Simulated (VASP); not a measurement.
A run of VASP 6.6.1:

Contents of INCAR:

```
SYSTEM = BN
  ALGO = Normal
  EDIFF = 1E-6
  ENCUT = 520
  GGA = PE
  ISIF = 2
  ISMEAR = 0
  LASPH = .TRUE.
  LCHARG = .FALSE.
  LREAL = .FALSE.
  LWAVE = .FALSE.
  NBANDS = 11
  NELM = 80
  PREC = Accurate
  SIGMA = 0.05
```

The input KPOINTS:

```
k-points
0
G
  12 12 12
  0 0 0
```

File POSCAR:

```
BN
1.0
    0.0000000000      1.8640981174      1.7149702680
    1.8640981174      0.0000000000      1.7149702680
    1.8640981174      1.8640981174      0.0000000000
B N
1 1
Direct
    0.0000000000      0.0000000000      0.0000000000
    0.7500000000      0.7500000000      0.7500000000
```

Potentials or basis: VASP PAW PBE potentials, release 64 (B, N).

Command:

```console
$ cat potpaw_PBE.64/B/POTCAR potpaw_PBE.64/N/POTCAR > POTCAR
$ mpirun -np 1 vasp_std > vasp.out
```

Hardware: 1 thread of Intel(R) Xeon(R) 6975P-C (Granite Rapids), on a shared host.

Question: Estimate the wall time of this run.

Answer: It took 7.5 s on 1 thread of Intel(R) Xeon(R) 6975P-C (Granite Rapids), on a shared host, peak memory 0.13 GiB. Counts: scf iterations 12, k points 163.
